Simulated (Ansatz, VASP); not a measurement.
# BIr3Br in VASP and in Ansatz

```
B Ir Br
1.0
     4.14794    0.00000    0.00000
     0.00000    4.14794    0.00000
     0.00000    0.00000    4.14794
B Ir Br
1 3 1
Direct
  0.50000 0.50000 0.50000
  0.00000 0.50000 0.50000
  0.50000 0.00000 0.50000
  0.50000 0.50000 0.00000
  0.00000 0.00000 0.00000
```

Alike in both runs: functional PBEsol; k mesh 4 × 4 × 4; occupations gaussian, width 0.1175 eV; no spin polarisation; Hubbard terms Ir d U = 4.0 eV.

Ansatz relaxed the structure, and its values are those at the end. VASP's run is a single point on that final structure, the one shown.

|  | VASP | Ansatz |
| --- | --- | --- |
| version | VASP 6.6.1 | Ansatz 0.2.0 |
| potentials or method | VASP PAW PBE potentials, release 64 (B, Ir, Br), cutoff 520 eV | PAW plane waves |
| valence electrons in the cell | 37 | 61 |

Ansatz gave:

* gap on the k mesh at the Fermi level (eV): none
* pressure (GPa): 0.0

Estimate VASP's values.

gap on the k mesh at the Fermi level (eV): none; pressure (GPa): -6.9.

VASP's potentials were made for PBE, not for PBEsol. The programs project onto different local orbitals, so the same U acts differently, and such runs can settle in different states. A gap of «none» marks a metal or a gap that the smearing closes. VASP's potentials hold 37 valence electrons a cell and Ansatz's 61, so a difference there can come from the potentials and not from the codes. Ansatz's warnings: filled band counts differ across k points.

The k mesh is coarse, so the values compare programs but aren't converged. Spin-orbit coupling is off throughout.
